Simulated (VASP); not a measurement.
Runs of VASP 6.6.1 on Na. The structure is that of space group P6_3/mmc (No. 194), or close to it. The cells are those of the table. 

| cell | gap on the mesh (eV) | pressure (GPa) |
| --- | --- | --- |
| a = 3.098, b = 3.098, c = 5.067 Å, angles 90.0, 90.0, 120.0°, 2 atoms | none | 9.9 |
| a = 3.423, b = 3.423, c = 5.595 Å, angles 90.0, 90.0, 120.0°, 2 atoms | none | (b) |
| a = 3.184, b = 3.184, c = 5.209 Å, angles 90.0, 90.0, 120.0°, 2 atoms | none | 6.9 |
| a = 3.505, b = 3.505, c = 5.727 Å, angles 90.0, 90.0, 120.0°, 2 atoms | none | 1.0 |
| a = 2.991, b = 2.991, c = 4.893 Å, angles 90.0, 90.0, 120.0°, 2 atoms | none | 15.0 |
| a = 3.305, b = 3.305, c = 5.404 Å, angles 90.0, 90.0, 120.0°, 2 atoms | none | (a) |
| a = 3.619, b = 3.619, c = 5.909 Å, angles 90.0, 90.0, 120.0°, 2 atoms | none | 0.0 |

Alike in all rows: task single point; level LDA; potentials or basis VASP PAW LDA potentials, release 64 (Na_pv); no spin polarisation; k mesh 14 × 14 × 8; cutoff (eV) 520; smearing fermi-dirac 0.1 eV.

Task: Fill in the values left out.

Result: (a) 4.0; (b) 2.0.

A gap of «none» marks levels without a gap at the run's occupations.
